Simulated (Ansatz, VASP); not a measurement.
# Two plane-wave programs on BP

```xyz
2
Lattice="0.0000 2.1555 2.3359 2.3359 0.0000 2.3359 2.3359 2.1555 0.0000" Properties=species:S:1:pos:R:3 pbc="T T T"
B     0.0000    0.0000    0.0000
P     3.5038    3.2333    3.5038
```

Alike in both runs: task single point; functional PBE; k mesh 12 × 12 × 12; occupations gaussian, width 0.05 eV; no spin polarisation.

```csv
,VASP,Ansatz
version,VASP 6.6.1,Ansatz 0.2.0
potentials or method,"VASP PAW PBE potentials, release 64 (B, P), cutoff 520 eV","scalar-relativistic, plane waves, PAW"
valence electrons in the cell,8,8
```

```tsv
	VASP	Ansatz	Ansatz less VASP
gap on the k mesh at the Fermi level (eV)	0.08	0.09	+0.006
least direct gap on the mesh (eV)	2.63	2.64	+0.005
pressure (GPa)	-0.3	-0.1	+0.22
traceless stress, the component that is largest in VASP (GPa)	12.70	12.68	-0.017
```

The functional is the same, so the differences come from potentials, cutoffs and numerics.
